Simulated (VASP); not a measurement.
# SnO2 in VASP: further runs

Runs on SnO2. Level: PBE+D3(BJ). Tasks: single point.

All numbers are computed with VASP 6.6.1; they aren't measurements. Logs are shortened: lines on timing, memory, paths and dates and some standing lists are left out, and cuts for length are marked.

## 1. The cell of the first run

The structure is monoclinic, space group Cm (No. 8). The conventional cell has a = 5.607 Å, b = 3.237 Å, c = 4.680 Å, α = 90.00°, β = 113.54°, γ = 90.00°. Sn (site symmetry m) has 6 O at 2.07 to 2.20 Å within 2.7 Å. O (site symmetry m) has 3 Sn at 2.10 to 2.15 Å and 3 O at 2.63 to 2.77 Å within 2.8 Å. O (site symmetry m) has 3 Sn at 2.07 to 2.20 Å and 3 O at 2.63 to 2.77 Å within 2.8 Å.

## 2. Single point, PBE+D3(BJ) (atoms displaced along several vibrational modes)

INCAR

```
SYSTEM = SnO2
ALGO     = Normal         ! electronic algorithm
EDIFF    = 1E-6           ! SCF threshold, eV
ENCUT    = 520            ! plane-wave cutoff, eV
GGA      = PE             ! functional
ISIF     = 2              ! what is computed and relaxed
ISMEAR   = 0              ! smearing method
IVDW     = 12             ! dispersion correction
LASPH    = .True.         ! aspherical terms in the spheres
LCHARG   = .False.        ! write CHGCAR
LREAL    = .False.        ! projectors in reciprocal space
LWAVE    = .False.        ! write WAVECAR
NBANDS   = 64             ! bands
NELM     = 80             ! most SCF steps
PREC     = Accurate       ! precision mode
SIGMA    = 0.05           ! smearing width, eV
```

KPOINTS

```
k-points
0
Gamma
  6 6 6
  0 0 0
```

POSCAR

```
SnO2
1.0
    3.2373377712      1.8690778337      4.2908446647
   -3.2373377712      1.8690778337      4.2908446647
    0.0000000000     -3.7381556673      4.2908446647
Sn O
4 8
Direct
    0.8659869735      0.8641749001      0.8641749002
    0.3659863872      0.3641968084      0.8641835105
    0.3659863872      0.8641835105      0.3641968085
    0.8659916372      0.3641921098      0.3641921099
    0.1290481795      0.6172516745      0.6172516632
    0.6290018057      0.1172639824      0.6172476065
    0.6290018057      0.6172476178      0.1172639711
    0.5916653136      0.6167733571      0.6167733677
    0.1290337198      0.1172634749      0.1172634636
    0.0916254099      0.1167830039      0.6167645033
    0.0916254099      0.6167644927      0.1167830145
    0.5916603846      0.1167673623      0.1167673730
```

Potentials or basis: VASP PAW PBE potentials, release 64 (Sn_d, O).

Started as:

```sh
$ cat potpaw_PBE.64/Sn_d/POTCAR potpaw_PBE.64/O/POTCAR > POTCAR
$ mpirun -np 1 vasp_std > vasp.out
```

OUTCAR:

```text
SYSTEM = SnO2
   EDIFF = 1E-6
   ENCUT = 520
   GGA = PE
   ISIF = 2
   ISMEAR = 0
   IVDW = 12
   LASPH = .True.
   LREAL = .False.
   NELM = 80
   PREC = Accurate
 IVDW          = 12

 ion  position               nearest neighbor table
   1  0.866  0.864  0.864-  10 2.07  11 2.07   7 2.10   6 2.10   5 2.15  12 2.20   2 3.24   3 3.24
                             4 3.24   4 3.24   2 3.24   3 3.24
   2  0.366  0.364  0.864-   8 2.07  12 2.07   5 2.10   9 2.10   6 2.15  11 2.20   3 3.24   1 3.24
                             4 3.24   4 3.24   1 3.24   3 3.24
   3  0.366  0.864  0.364-   8 2.07  12 2.07   5 2.10   9 2.10   7 2.15  10 2.20   2 3.24   1 3.24
                             4 3.24   4 3.24   1 3.24   2 3.24
   4  0.866  0.364  0.364-  11 2.07  10 2.07   6 2.10   7 2.10   9 2.15   8 2.20   2 3.24   3 3.24
                             1 3.24   1 3.24   3 3.24   2 3.24
   5  0.129  0.617  0.617-   3 2.10   2 2.10   1 2.15
   6  0.629  0.117  0.617-   4 2.10   1 2.10   2 2.15
   7  0.629  0.617  0.117-   4 2.10   1 2.10   3 2.15
   8  0.592  0.617  0.617-   2 2.07   3 2.07   4 2.20
   9  0.129  0.117  0.117-   2 2.10   3 2.10   4 2.15
  10  0.092  0.117  0.617-   4 2.07   1 2.07   3 2.20
  11  0.092  0.617  0.117-   4 2.07   1 2.07   2 2.20
  12  0.592  0.117  0.117-   3 2.07   2 2.07   1 2.20

  LATTYP: Found a trigonal (rhomboedric) cell.
 ALAT       =     5.6907957027
 COS(alpha) =     0.3527679204

  Lattice vectors:

 A1 = (   3.2373377712,   1.8690778337,   4.2908446647)
 A2 = (  -3.2373377712,   1.8690778337,   4.2908446647)
 A3 = (   0.0000000000,  -3.7381556673,   4.2908446647)

Analysis of symmetry for initial positions (statically):
=====================================================================
 Subroutine PRICEL returns:
 Original cell was already a primitive cell.

 Routine SETGRP: Setting up the symmetry group for a
 trigonal (rhombohedral) supercell.

 Subroutine GETGRP returns: Found  2 space group operations
 (whereof  2 operations were pure point group operations)
 out of a pool of 12 trial point group operations.

The static configuration has the point symmetry C_1h.

Analysis of symmetry for dynamics (positions and initial velocities):
=====================================================================
 Subroutine PRICEL returns:
 Original cell was already a primitive cell.

 Routine SETGRP: Setting up the symmetry group for a
 trigonal (rhombohedral) supercell.

 Subroutine GETGRP returns: Found  2 space group operations
 (whereof  2 operations were pure point group operations)
 out of a pool of 12 trial point group operations.

The dynamic configuration has the point symmetry C_1h.

 Subroutine INISYM returns: Found  2 space group operations
 (whereof  2 operations are pure point group operations),
 and found     1 'primitive' translations

----------------------------------------------------------------------------------------

                                     Primitive cell

  volume of cell :     155.7792

  direct lattice vectors                    reciprocal lattice vectors
     3.237337771  1.869077834  4.290844665     0.154447894  0.089170533  0.077684782
    -3.237337771  1.869077834  4.290844665    -0.154447894  0.089170533  0.077684782
     0.000000000 -3.738155667  4.290844665     0.000000000 -0.178341066  0.077684782

  length of vectors
     5.690795703  5.690795703  5.690795703     0.194526248  0.194526248  0.194526248

  position of ions in fractional coordinates (direct lattice)
     0.865986973  0.864174900  0.864174900
     0.365986387  0.364196808  0.864183510
     0.365986387  0.864183510  0.364196808
     0.865991637  0.364192110  0.364192110
     0.129048180  0.617251674  0.617251663
     0.629001806  0.117263982  0.617247607
     0.629001806  0.617247618  0.117263971
     0.591665314  0.616773357  0.616773368
     0.129033720  0.117263475  0.117263464
     0.091625410  0.116783004  0.616764503
     0.091625410  0.616764493  0.116783015
     0.591660385  0.116767362  0.116767373

  ion indices of the primitive-cell ions
   primitive index   ion index
                 1           1
                 2           2
                 3           3
                 4           4
                 5           5
                 6           6
                 7           7
                 8           8
                 9           9
                10          10
                11          11
                12          12

----------------------------------------------------------------------------------------

 KPOINTS: k-points

Automatic generation of k-mesh.
 Grid dimensions read from file:
 generate k-points for:    6    6    6

 Generating k-lattice:

  Cartesian coordinates                     Fractional coordinates (reciprocal lattice)
     0.025741316  0.014861756  0.012947464     0.166666667  0.000000000  0.000000000
    -0.025741316  0.014861756  0.012947464     0.000000000  0.166666667  0.000000000
     0.000000000 -0.029723511  0.012947464     0.000000000  0.000000000  0.166666667

  Length of vectors
     0.032421041  0.032421041  0.032421041

  Shift w.r.t. Gamma in fractional coordinates (k-lattice)
     0.000000000  0.000000000  0.000000000

 Subroutine IBZKPT returns following result:
 ===========================================

 Found     68 irreducible k-points:

 Following reciprocal coordinates:
            Coordinates               Weight
  0.000000  0.000000  0.000000      1.000000
  0.166667 -0.000000  0.000000      2.000000
 -0.000000  0.166667  0.000000      4.000000
  0.333333  0.000000  0.000000      2.000000
  0.000000  0.333333  0.000000      4.000000
  0.500000  0.000000 -0.000000      1.000000
[... 16 lines left out ...]
  0.500000  0.333333  0.000000      4.000000
  0.000000  0.500000  0.333333      4.000000
 [... further k-points ...]
   k-points           NKPTS =     68   k-points in BZ     NKDIM =     68   number of bands    NBANDS=     64
   number of dos      NEDOS =    301   number of ions     NIONS =     12
   total plane-waves  NPLWV =  74088
   dimension x,y,z NGX =    42 NGY =   42 NGZ =   42
   dimension x,y,z NGXF=    84 NGYF=   84 NGZF=   84
   ions per type =               4   8
   NGX,Y,Z   is equivalent  to a cutoff of  12.27, 12.27, 12.27 a.u.
   NGXF,Y,Z  is equivalent  to a cutoff of  24.54, 24.54, 24.54 a.u.
 SYSTEM =  SnO2
   PREC   = accura    normal or accurate (medium, high low for compatibility)
   ISTART =      0    job   : 0-new  1-cont  2-samecut
   ICHARG =      2    charge: 1-file 2-atom 10-const
   ISPIN  =      1    spin polarized calculation?
   LNONCOLLINEAR =      F non collinear calculations
   LSORBIT =      F    spin-orbit coupling
   LASPH  =      T    aspherical Exc in radial PAW
   ENCUT  =  520.0 eV  38.22 Ry    6.18 a.u.  10.58 10.58 10.58*2*pi/ulx,y,z
   NELM   =     80;   NELMIN=  2; NELMDL= -5     # of ELM steps
   EDIFF  = 0.1E-05   stopping-criterion for ELM
   LREAL  =      F    real-space projection
   EDIFFG = 0.1E-04   stopping-criterion for IOM
   NSW    =      0    number of steps for IOM
   IBRION =     -1    ionic relax: 0-MD 1-quasi-New 2-CG
   NFREE  =      0    steps in history (QN), initial steepest desc. (CG)
   ISIF   =      2    stress and relaxation
   ISYM   =      2    0-nonsym 1-usesym 2-fastsym
   POTIM  = 0.5000    time-step for ionic-motion
   TEBEG  =    0.0;   TEEND  =   0.0 temperature during run
   PSTRESS=    0.0 pullay stress
   NELECT =     104.0000    total number of electrons
   NUPDOWN=      -1.0000    fix difference up-down
   EMIN   =  10.00;   EMAX   =-10.00  energy-range for DOS
   EFERMI =   0.00;   METHOD = LEGACY
   ISMEAR =     0;   SIGMA  =   0.05  broadening in eV -4-tet -1-fermi 0-gaus
   EFERMI_NEDOS =   21; number of points for ismear=-14 and -15
   IALGO  =     38    algorithm
   IMIX   =      4    mixing-type and parameters
     AMIX     =   0.40;   BMIX     =  1.00
     AMIX_MAG =   1.60;   BMIX_MAG =  1.00
  volume/ion in A,a.u.               =      12.98        87.60
  Fermi-wavevector in a.u.,A,eV,Ry     =   1.430813  2.703844 27.854188  2.047225
  Thomas-Fermi vector in A             =   2.550617
   LORBIT       =      0    0 simple, 1 ext, 2 COOP (PROOUT), +10 PAW based schemes
   GGA     = PE    functional components
   LHFCALC =     F    Hartree Fock is set to
   AEXX    =    0.0000 exact exchange contribution
   IVDW    =    12    specifies the selected vdW correction
   LEPSILON=     F    determine dielectric tensor
   LRPA    =     F    only Hartree local field effects (RPA)
 non-spin polarized calculation
 Gauss-broadening in eV      SIGMA  =   0.05
  energy-cutoff  :      520.00
  volume of cell :      155.78
 maximum number of plane-waves:      4212
   NGX = 21   NGY = 21   NGZ = 21

 number of electron     104.0000000 magnetization

 Free energy of the ion-electron system (eV)
  ---------------------------------------------------
  ext. energy  EPLUGINS =         0.00000000
  ---------------------------------------------------
  free energy    TOTEN  =       -72.41566378 eV

  energy without entropy =      -72.41566378  energy(sigma->0) =      -72.41566378

 E-fermi :   5.1883     XC(G=0): -10.7307

 val. band max:        4.8823103597   @ k =   0.0000   0.0000   0.0000
 cond. band min:       6.4181523411   @ k =   0.0000   0.0000   0.0000
 fundamental gap:      1.5358419813
 Fermi energy:         5.1882805233

 k-point     1 :       0.0000    0.0000    0.0000
  band No.  band energies     occupation
      1     -15.9578      2.00000
      2     -15.9577      2.00000
      3     -15.9561      2.00000
      4     -15.4149      2.00000
      5     -15.1576      2.00000
      6     -15.1566      2.00000
[... 1597 lines left out ...]
     63      14.0352      0.00000
     64      14.9070      0.00000

 [... further k-points ...]

------------------------ aborting loop because EDIFF is reached ----------------------------------------

 Edisp (eV)   -2.41266

 E8    (eV) :    -0.9592

  FORCE on cell =-STRESS in cart. coord.  units (eV):
  Direction    XX          YY          ZZ          XY          YZ          ZX
  --------------------------------------------------------------------------------------
  -------------------------------------------------------------------------------------
  Total       1.09785     1.79066     1.13013    -0.59999     2.85100     4.93808
  in kB      11.29132    18.41685    11.62330    -6.17089    29.32236    50.78783
  external pressure =       13.78 kB  Pullay stress =        0.00 kB

 VOLUME and BASIS-vectors are now :
 -----------------------------------------------------------------------------
  energy-cutoff  :      520.00
  volume of cell :      155.78
      direct lattice vectors                 reciprocal lattice vectors
     3.237337771  1.869077834  4.290844665     0.154447894  0.089170533  0.077684782
    -3.237337771  1.869077834  4.290844665    -0.154447894  0.089170533  0.077684782
     0.000000000 -3.738155667  4.290844665     0.000000000 -0.178341066  0.077684782

 POSITION                                       TOTAL-FORCE (eV/Angst)
 -----------------------------------------------------------------------------------
      0.00587      0.00339     11.13190        -0.302194     -0.174472     -0.096102
      0.00579     -1.86568      6.84118        -0.297130     -0.174346     -0.094714
     -1.61283      0.93786      6.84118        -0.299553     -0.170149     -0.094714
      1.62449      0.93790      6.84122        -0.300970     -0.173765     -0.098017
     -1.58048     -0.91249      5.85079        -0.535308     -0.309060     -0.115911
      1.65667     -0.91254      5.85062        -0.533520     -0.308499     -0.114141
      0.03805      1.89099      5.85062        -0.533928     -0.307792     -0.114141
     -0.08128     -0.04693      7.83170         0.833473      0.481206      0.210475
      0.03810      0.02200      1.55998        -0.534309     -0.308483     -0.115654
     -0.08144     -1.91603      3.54069         0.835625      0.480372      0.211481
     -1.70005      0.88748      3.54069         0.833827      0.483487      0.211481
      1.53739      0.88761      3.54078         0.833987      0.481502      0.209960
 -----------------------------------------------------------------------------------
    total drift:                               -0.001404     -0.000826     -0.001337

  FREE ENERGIE OF THE ION-ELECTRON SYSTEM (eV)
  ---------------------------------------------------
  free  energy   TOTEN  =       -74.8283237881 eV

  energy  without entropy=      -74.8283237881  energy(sigma->0) =      -74.82832379
```

It took 8.5 min on 1 thread of Intel Xeon Platinum 8488C (Sapphire Rapids), shared host; peak memory 0.57 GiB.

What came out:

```yaml
Free_energy: -74.8283 eV
Pressure: 1.4 GPa
Largest_force: 0.987 eV/Å
Band_gap_on_the_k_mesh: 1.54 eV
Dispersion_energy_per_atom: -0.201 eV
```

Forces in eV/Å, atoms in the order of the input:
```
Sn  -0.302 -0.174 -0.096
Sn  -0.297 -0.174 -0.095
Sn  -0.300 -0.170 -0.095
Sn  -0.301 -0.174 -0.098
O   -0.535 -0.309 -0.116
O   -0.534 -0.308 -0.114
O   -0.534 -0.308 -0.114
O    0.833  0.481  0.210
O   -0.534 -0.308 -0.116
O    0.836  0.480  0.211
O    0.834  0.483  0.211
O    0.834  0.482  0.210
```

Levels at points of the mesh, in eV from the valence-band top:
```
           k point  band 50  band 51  band 52  band 53  band 54  band 55
(0.00, 0.00, 0.00)    -0.05    -0.02     0.00     1.54     4.55     4.93
(0.50, 0.00, 0.00)    -0.44    -0.05    -0.05     3.92     3.92     5.63
(0.00, 0.50, 0.00)    -0.34    -0.07    -0.07     4.12     4.12     5.51
(0.50, 0.50, 0.00)    -0.59    -0.18    -0.18     4.51     4.51     5.49
(0.00, 0.50, 0.50)    -0.55    -0.10    -0.10     4.34     4.35     5.67
(0.50, 0.50, 0.50)    -1.00    -0.79    -0.79     3.46     4.99     5.44
```

Caveat: the cell differs from its parent crystal (atoms displaced along several vibrational modes); spin-orbit coupling is left out, which moves the levels of the heavy elements.

(Part 1 of 2 ends here.)
